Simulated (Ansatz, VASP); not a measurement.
AlIn2Sb2As: VASP beside Ansatz

```
Al In Sb As
1.0
     5.26347    0.00000    0.00000
    -2.63174    4.55830    0.00000
     0.00000    0.00000   10.36478
Al In Sb As
1 2 2 1
Direct
  0.00000 0.00000 0.00000
  0.33333 0.66667 0.00000
  0.66667 0.33333 0.00000
  0.00000 0.00000 0.74417
  0.00000 0.00000 0.25583
  0.00000 0.00000 0.50000
```

Alike in both runs: functional PBE; k mesh 12 × 12 × 4; occupations gaussian, width 0.1 eV; no spin polarisation.

Ansatz relaxed the structure, and its values are those at the end. VASP's run is a single point on that final structure, the one shown.

|  | VASP | Ansatz |
| --- | --- | --- |
| version | VASP 6.6.1 | Ansatz 0.2.0 |
| potentials or method | VASP PAW PBE potentials, release 64 (Al, In_d, Sb, As), cutoff 520 eV | scalar-relativistic, plane waves, PAW |
| valence electrons in the cell | 44 | 74 |

|  | VASP | Ansatz | Ansatz less VASP |
| --- | --- | --- | --- |
| gap on the k mesh at the Fermi level (eV) | none | none | - |
| pressure (GPa) | 0.1 | 0.0 | -0.03 |
| rms of the force components (eV/Å) | 0.004 | 0.003 | -0.0013 |

A gap of «none» marks a metal or a gap that the smearing closes. VASP's potentials hold 44 valence electrons a cell and Ansatz's 74, so a difference there can come from the potentials and not from the codes.

Spin-orbit coupling is off throughout.
